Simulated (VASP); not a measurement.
# P (R-3m) in VASP: further runs

The runs below take P through single point, with PBEsol, r2SCAN.

All numbers are computed with VASP 6.6.1; they aren't measurements. Logs are shortened: lines on timing, memory, paths and dates and some standing lists are left out, and cuts for length are marked.

**1. The cell of the first run**

It takes space group R-3m (No. 166, trigonal). The conventional cell has a = 3.451 Å, b = 3.451 Å, c = 9.389 Å, α = 90.00°, β = 90.00°, γ = 120.00°. Within 3.0 Å of P (site symmetry 3m) lie 6 P at 2.29 to 2.82 Å.

**2. Single point, PBEsol**

Input file INCAR:

```
  PREC = Accurate
  ENCUT = 520
  EDIFF = 1E-6
  ISMEAR = 0
  SIGMA = 0.05
  LREAL = F
  LASPH = T
  NELM = 80
  ALGO = Normal
  ISIF = 2
  LWAVE = F
  LCHARG = T
  GGA = PS
  LELF = T
  LVHAR = T
  NBANDS = 12
```

Input file KPOINTS:

```
Automatic mesh
0
Gamma
  12 12 12
```

Input file POSCAR:

```
P
1.0
   -1.7257251780      2.9890436882      0.0000000000
   -3.4514503560      0.0000000000      0.0000000000
   -1.7257251780      0.9963478961      3.1296800121
P
2
Direct
    0.7729197500      0.7729197500      0.6812407500
    0.2270802500      0.2270802500      0.3187592500
```

Potentials or basis: VASP PAW PBE potentials, release 64 (P).

On the command line:

```sh
$ cat potpaw_PBE.64/P/POTCAR > POTCAR
$ mpirun -np 1 vasp_std > vasp.out
```

OUTCAR:

```text
PREC = Accurate
   ENCUT = 520
   EDIFF = 1E-6
   ISMEAR = 0
   LREAL = F
   LASPH = T
   NELM = 80
   ISIF = 2
   GGA = PS

 ion  position               nearest neighbor table
   1  0.773  0.773  0.681-   2 2.29   2 2.29   2 2.29   2 2.82   2 2.82   2 2.82
   2  0.227  0.227  0.319-   1 2.29   1 2.29   1 2.29   1 2.82   1 2.82   1 2.82

  LATTYP: Found a trigonal (rhomboedric) cell.
 ALAT       =     3.7102201414
 COS(alpha) =     0.5673129383

  Lattice vectors:

 A1 = (   0.0000000000,  -1.9926957921,   3.1296800121)
 A2 = (   1.7257251780,   0.9963478961,   3.1296800121)
 A3 = (  -1.7257251780,   0.9963478961,   3.1296800121)

Analysis of symmetry for initial positions (statically):
=====================================================================
 Subroutine PRICEL returns:
 Original cell was already a primitive cell.

 Routine SETGRP: Setting up the symmetry group for a
 trigonal (rhombohedral) supercell.

 Subroutine GETGRP returns: Found 12 space group operations
 (whereof 12 operations were pure point group operations)
 out of a pool of 12 trial point group operations.

The static configuration has the point symmetry D_3d.

Analysis of symmetry for dynamics (positions and initial velocities):
=====================================================================
 Subroutine PRICEL returns:
 Original cell was already a primitive cell.

 Routine SETGRP: Setting up the symmetry group for a
 trigonal (rhombohedral) supercell.

 Subroutine GETGRP returns: Found 12 space group operations
 (whereof 12 operations were pure point group operations)
 out of a pool of 12 trial point group operations.

The dynamic configuration has the point symmetry D_3d.

 Subroutine INISYM returns: Found 12 space group operations
 (whereof 12 operations are pure point group operations),
 and found     1 'primitive' translations

----------------------------------------------------------------------------------------

                                     Primitive cell

  volume of cell :      32.2875

  direct lattice vectors                    reciprocal lattice vectors
    -1.725725178  2.989043688  0.000000000     0.000000000  0.334555164 -0.106507161
    -3.451450356  0.000000000  0.000000000    -0.289733271 -0.167277582 -0.106507161
    -1.725725178  0.996347896  3.129680012     0.000000000  0.000000000  0.319521483

  length of vectors
     3.451450356  3.451450356  3.710220141     0.351099605  0.351099605  0.319521483

  position of ions in fractional coordinates (direct lattice)
     0.772919750  0.772919750  0.681240750
     0.227080250  0.227080250  0.318759250

  ion indices of the primitive-cell ions
   primitive index   ion index
                 1           1
                 2           2

----------------------------------------------------------------------------------------

 KPOINTS: Automatic mesh

Automatic generation of k-mesh.
 Grid dimensions read from file:
 generate k-points for:   12   12   12

 Generating k-lattice:

  Cartesian coordinates                     Fractional coordinates (reciprocal lattice)
     0.000000000  0.027879597 -0.008875597     0.083333333  0.000000000  0.000000000
    -0.024144439 -0.013939798 -0.008875597     0.000000000  0.083333333  0.000000000
     0.000000000  0.000000000  0.026626790     0.000000000  0.000000000  0.083333333

  Length of vectors
     0.029258300  0.029258300  0.026626790

  Shift w.r.t. Gamma in fractional coordinates (k-lattice)
     0.000000000  0.000000000  0.000000000

 Subroutine IBZKPT returns following result:
 ===========================================

 Found    189 irreducible k-points:

 Following reciprocal coordinates:
            Coordinates               Weight
  0.000000  0.000000  0.000000      1.000000
  0.083333  0.000000  0.000000      6.000000
  0.166667  0.000000 -0.000000      6.000000
  0.250000  0.000000  0.000000      6.000000
  0.333333  0.000000 -0.000000      6.000000
  0.416667  0.000000 -0.000000      6.000000
[... 16 lines left out ...]
  0.500000  0.166667 -0.000000     12.000000
 -0.416667  0.166667  0.000000     12.000000
 [... further k-points ...]
   k-points           NKPTS =    189   k-points in BZ     NKDIM =    189   number of bands    NBANDS=     12
   number of dos      NEDOS =    301   number of ions     NIONS =      2
   total plane-waves  NPLWV =  21952
   dimension x,y,z NGX =    28 NGY =   28 NGZ =   28
   dimension x,y,z NGXF=    56 NGYF=   56 NGZF=   56
   ions per type =               2
   NGX,Y,Z   is equivalent  to a cutoff of  13.49, 13.49, 12.55 a.u.
   NGXF,Y,Z  is equivalent  to a cutoff of  26.97, 26.97, 25.09 a.u.
 SYSTEM =  unknown system
   PREC   = accura    normal or accurate (medium, high low for compatibility)
   ISTART =      0    job   : 0-new  1-cont  2-samecut
   ICHARG =      2    charge: 1-file 2-atom 10-const
   ISPIN  =      1    spin polarized calculation?
   LNONCOLLINEAR =      F non collinear calculations
   LSORBIT =      F    spin-orbit coupling
   LASPH  =      T    aspherical Exc in radial PAW
   ENCUT  =  520.0 eV  38.22 Ry    6.18 a.u.   6.42  6.42  6.90*2*pi/ulx,y,z
   NELM   =     80;   NELMIN=  2; NELMDL= -5     # of ELM steps
   EDIFF  = 0.1E-05   stopping-criterion for ELM
   LREAL  =      F    real-space projection
   EDIFFG = 0.1E-04   stopping-criterion for IOM
   NSW    =      0    number of steps for IOM
   IBRION =     -1    ionic relax: 0-MD 1-quasi-New 2-CG
   NFREE  =      0    steps in history (QN), initial steepest desc. (CG)
   ISIF   =      2    stress and relaxation
   ISYM   =      2    0-nonsym 1-usesym 2-fastsym
   POTIM  = 0.5000    time-step for ionic-motion
   TEBEG  =    0.0;   TEEND  =   0.0 temperature during run
   PSTRESS=    0.0 pullay stress
   NELECT =      10.0000    total number of electrons
   NUPDOWN=      -1.0000    fix difference up-down
   EMIN   =  10.00;   EMAX   =-10.00  energy-range for DOS
   EFERMI =   0.00;   METHOD = LEGACY
   ISMEAR =     0;   SIGMA  =   0.05  broadening in eV -4-tet -1-fermi 0-gaus
   EFERMI_NEDOS =   21; number of points for ismear=-14 and -15
   IALGO  =     38    algorithm
   IMIX   =      4    mixing-type and parameters
     AMIX     =   0.40;   BMIX     =  1.00
     AMIX_MAG =   1.60;   BMIX_MAG =  1.00
  volume/ion in A,a.u.               =      16.14       108.94
  Fermi-wavevector in a.u.,A,eV,Ry     =   1.107636  2.093128 16.692396  1.226857
  Thomas-Fermi vector in A             =   2.244152
   LORBIT       =      0    0 simple, 1 ext, 2 COOP (PROOUT), +10 PAW based schemes
   GGA     = PS    functional components
   LHFCALC =     F    Hartree Fock is set to
   AEXX    =    0.0000 exact exchange contribution
   IVDW    =     0    specifies the selected vdW correction
   LEPSILON=     F    determine dielectric tensor
   LRPA    =     F    only Hartree local field effects (RPA)
 non-spin polarized calculation
 Gauss-broadening in eV      SIGMA  =   0.05
  energy-cutoff  :      520.00
  volume of cell :       32.29
 maximum number of plane-waves:       886
 NGX is ok and might be reduce to    28
   NGX = 13   NGY = 13   NGZ = 13

 number of electron      10.0000000 magnetization

 Free energy of the ion-electron system (eV)
  ---------------------------------------------------
  ext. energy  EPLUGINS =         0.00000000
  ---------------------------------------------------
  free energy    TOTEN  =       -11.55515687 eV

  energy without entropy =      -11.55478633  energy(sigma->0) =      -11.55497160

 E-fermi :   8.9213     XC(G=0): -10.8709

 val. band max:        8.8930561336   @ k =   0.5000   0.5000  -0.0000
 cond. band min:       8.9282515929   @ k =   0.0000   0.0000   0.4167
 fundamental gap:      0.0351954592
 Fermi energy:         8.9212950389

 k-point     1 :       0.0000    0.0000    0.0000
  band No.  band energies     occupation
      1      -7.6202      2.00000
      2       5.3321      2.00000
      3       5.7704      2.00000
      4       6.0305      2.00000
      5       6.0305      2.00000
      6      10.2111      0.00000
      7      11.5340      0.00000
      8      11.5340      0.00000
      9      14.6911      0.00000
     10      14.6911      0.00000
     11      16.0265      0.00000
     12      16.0591      0.00000

 k-point     2 :       0.0833    0.0000    0.0000
  band No.  band energies     occupation
      1      -7.5074      2.00000
      2       4.2926      2.00000
      3       5.7397      2.00000
      4       5.9383      2.00000
      5       6.5800      2.00000
      6      10.5458      0.00000
      7      11.5083      0.00000
      8      11.5303      0.00000
      9      13.9565      0.00000
     10      14.1947      0.00000
     11      14.9935      0.00000
     12      17.0750      0.00000

 k-point     3 :       0.1667    0.0000   -0.0000
  band No.  band energies     occupation
      1      -7.1703      2.00000
      2       2.7134      2.00000
      3       5.5598      2.00000
      4       5.7148      2.00000
      5       7.1622      2.00000
      6      10.5958      0.00000
      7      11.2100      0.00000
      8      11.4897      0.00000
      9      13.4021      0.00000
     10      14.2544      0.00000
     11      14.6248      0.00000
     12      18.8226      0.00000

 k-point     4 :       0.2500    0.0000    0.0000
  band No.  band energies     occupation
      1      -6.6134      2.00000
      2       1.0324      2.00000
      3       5.4448      2.00000
      4       5.4595      2.00000
      5       7.5908      2.00000
      6      10.1320      0.00000
      7      10.5696      0.00000
      8      10.6067      0.00000
      9      14.6023      0.00000
     10      14.7342      0.00000
     11      15.2297      0.00000
     12      20.8191      0.00000

 k-point     5 :       0.3333    0.0000   -0.0000
  band No.  band energies     occupation
      1      -5.8475      2.00000
      2      -0.6001      2.00000
      3       5.2456      2.00000
      4       5.4339      2.00000
      5       7.9016      2.00000
      6       9.4384      0.00000
      7       9.8164      0.00000
      8       9.9753      0.00000
      9      15.4082      0.00000
     10      16.3505      0.00000
     11      16.7369      0.00000
     12      22.3081      0.00000
[... 228 lines left out ...]
      1      -6.0777      2.00000
      2       0.6187      2.00000
      3       3.8237      2.00000
      4       4.5495      2.00000
      5       6.7085      2.00000
      6      10.9250      0.00000
      7      11.5889      0.00000
      8      12.2322      0.00000
      9      12.8734      0.00000
     10      16.7970      0.00000
     11      17.9135      0.00000
     12      19.8102      0.00000

 k-point    22 :       0.4167    0.1667   -0.0000
  band No.  band energies     occupation
      1      -5.2806      2.00000
      2      -0.8224      2.00000
      3       3.5032      2.00000
      4       4.5156      2.00000
      5       6.3789      2.00000
      6      11.0650      0.00000
      7      11.2680      0.00000
      8      11.8952      0.00000
      9      13.7091      0.00000
     10      17.7632      0.00000
     11      19.5796      0.00000
     12      20.7171      0.00000

 k-point    23 :       0.5000    0.1667   -0.0000
  band No.  band energies     occupation
      1      -4.3359      2.00000
      2      -2.1696      2.00000
      3       3.2018      2.00000
      4       4.7533      2.00000
      5       6.2817      2.00000
      6      10.2446      0.00000
      7      10.9589      0.00000
      8      12.1850      0.00000
      9      15.2624      0.00000
     10      18.0982      0.00000
     11      19.4869      0.00000
     12      20.7551      0.00000

 k-point    24 :      -0.4167    0.1667    0.0000
  band No.  band energies     occupation
      1      -3.8884      2.00000
      2      -2.7207      2.00000
      3       3.0219      2.00000
      4       5.1944      2.00000
      5       6.3940      2.00000
      6       9.6216      0.00000
      7      10.5780      0.00000
      8      12.4017      0.00000
      9      16.4628      0.00000
     10      17.6345      0.00000
     11      18.0230      0.00000
     12      21.5178      0.00000

 [... further k-points ...]
[... 5 lines left out ...]
  --------------------------------------------------------------------------------------
  -------------------------------------------------------------------------------------
  Total       -0.2997373     -0.2997373     -0.4752026      0.0000000     -0.0000000      0.0000000
  in kB      -14.8736519    -14.8736519    -23.5806361      0.0000000     -0.0000000      0.0000000
  external PRESSURE =     -17.7759799 kB  Pullay stress =       0.0000000 kB

 VOLUME and BASIS-vectors are now :
 -----------------------------------------------------------------------------
  energy-cutoff  :      520.00
  volume of cell :       32.29
      direct lattice vectors                 reciprocal lattice vectors
    -1.725725178  2.989043688  0.000000000     0.000000000  0.334555164 -0.106507161
    -3.451450356  0.000000000  0.000000000    -0.289733271 -0.167277582 -0.106507161
    -1.725725178  0.996347896  3.129680012     0.000000000  0.000000000  0.319521483

 POSITION                                       TOTAL-FORCE (eV/Angst)
 -----------------------------------------------------------------------------------
     -5.17718      2.98904      2.13207         0.000000      0.000000      0.298482
     -1.72573      0.99635      0.99761        -0.000000     -0.000000     -0.298482
 -----------------------------------------------------------------------------------
    total drift:                               -0.000000     -0.000000      0.000000

  FREE ENERGIE OF THE ION-ELECTRON SYSTEM (eV)
  ---------------------------------------------------
  free  energy   TOTEN  =       -11.5551568721 eV

  energy  without entropy=      -11.5547863259  energy(sigma->0) =      -11.55497160
```

It took 25 s on 1 thread of Intel Xeon 6975P-C (Granite Rapids), shared host; peak memory 0.19 GiB.

Results:

```yaml
Free_energy: -11.5552 eV
Pressure: -1.8 GPa
Largest_force: 0.298 eV/Å
Band_gap_on_the_k_mesh: zero (bands 5 and 6 overlap by 0.76 eV)
```

Forces in eV/Å, atoms in the order of the input:
```
P    0.000  0.000  0.298
P    0.000  0.000 -0.298
```

Caveat: the PAW data sets were made with another functional, which shifts forces and pressure a little.

**3. Single point, r2SCAN**

POSCAR is that of step 2.

Input file INCAR.step1:

```
ALGO = Normal
EDIFF = 1E-4
ENCUT = 520
GGA = PE
ISMEAR = 0
LASPH = T
LCHARG = F
LREAL = F
LWAVE = T
NBANDS = 12
NELM = 60
PREC = Accurate
SIGMA = 0.05
```

Input file INCAR.step2:

```
ALGO = Normal
EDIFF = 1E-7
ENCUT = 520
ISIF = 2
ISMEAR = 0
ISTART = 1
LASPH = T
LCHARG = T
LELF = T
LMIXTAU = T
LREAL = F
LVHAR = T
LWAVE = F
METAGGA = R2SCAN
NBANDS = 12
NELM = 60
PREC = Accurate
SIGMA = 0.05
```

Input file KPOINTS:

```
k-points
0
Gamma
  12 12 12
```

Potentials or basis: VASP PAW PBE potentials, release 64 (P).

On the command line:

```sh
$ cat potpaw_PBE.64/P/POTCAR > POTCAR
$ cp INCAR.step1 INCAR
$ mpirun -np 1 vasp_std > vasp.out
$ cp INCAR.step2 INCAR
$ mpirun -np 1 vasp_std > vasp.out
```

It took 2.3 min on 1 thread of Intel Xeon 6975P-C (Granite Rapids), shared host; peak memory 0.19 GiB.

It converged, with:

| Quantity | Value |
| --- | --- |
| Free energy | -17.7762 eV |
| Pressure | 0.1 GPa |
| Largest force | 0.021 eV/Å |
| Band gap on the k mesh | zero (bands 5 and 6 overlap by 0.68 eV) |

Forces on the atoms (eV/Å):
```
P    0.000  0.000 -0.021
P    0.000  0.000  0.021
```

Stress tensor (GPa, compression positive):
```
 0.22  0.00  0.00
 0.00  0.22  0.00
 0.00  0.00 -0.27
```

Levels at points of the mesh, in eV from the Fermi level:
| k point | band 1 | band 2 | band 3 | band 4 | band 5 | band 6 | band 7 | band 8 | band 9 | band 10 |
| --- | --- | --- | --- | --- | --- | --- | --- | --- | --- | --- |
| (0.00, 0.00, 0.00) | -17.53 | -3.77 | -3.55 | -3.31 | -3.31 | 1.38 | 2.67 | 2.67 | 6.04 | 6.04 |
| (0.50, 0.00, 0.00) | -13.92 | -12.68 | -4.29 | -3.77 | -0.89 | -0.16 | 0.21 | 0.44 | 9.05 | 10.45 |
| (0.50, 0.50, 0.00) | -13.66 | -10.72 | -7.25 | -5.92 | -5.85 | 0.13 | 6.37 | 7.87 | 8.79 | 9.26 |
| (0.00, 0.00, 0.50) | -15.51 | -11.57 | -3.20 | -3.20 | -0.28 | -0.28 | 0.22 | 2.41 | 9.34 | 9.73 |

Caveat: the PAW data sets were made with another functional, which shifts forces and pressure a little.

The gap in the log of VASP goes by the Fermi energy; the results here count the filled bands.